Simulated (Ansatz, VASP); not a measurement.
# Li2S: VASP beside Ansatz

```
Li S
1.0
     0.00000    2.85400    2.85400
     2.85400    0.00000    2.85400
     2.85400    2.85400    0.00000
Li S
2 1
Cartesian
  1.4270 1.4270 1.4270
  4.2810 4.2810 4.2810
  0.0000 0.0000 0.0000
```

Alike in both runs: task single point; functional PBE; k mesh 8 × 8 × 8; occupations gaussian, width 0.05 eV; no spin polarisation.

|  | VASP | Ansatz |
| --- | --- | --- |
| version | VASP 6.6.1 | Ansatz 0.2.0 |
| potentials or method | VASP PAW PBE potentials, release 64 (Li_sv, S), cutoff 750 eV | scalar-relativistic, plane waves, PAW |
| valence electrons in the cell | 12 | 12 |

Ansatz gave:

| Quantity | Value |
| --- | --- |
| gap on the k mesh at the Fermi level (eV) | 3.39 |
| least direct gap on the mesh (eV) | 4.24 |
| pressure (GPa) | 0.0 |

Q: What did VASP give for the same quantities?

A: gap on the k mesh at the Fermi level (eV): 3.39; least direct gap on the mesh (eV): 4.24; pressure (GPa): -0.2.
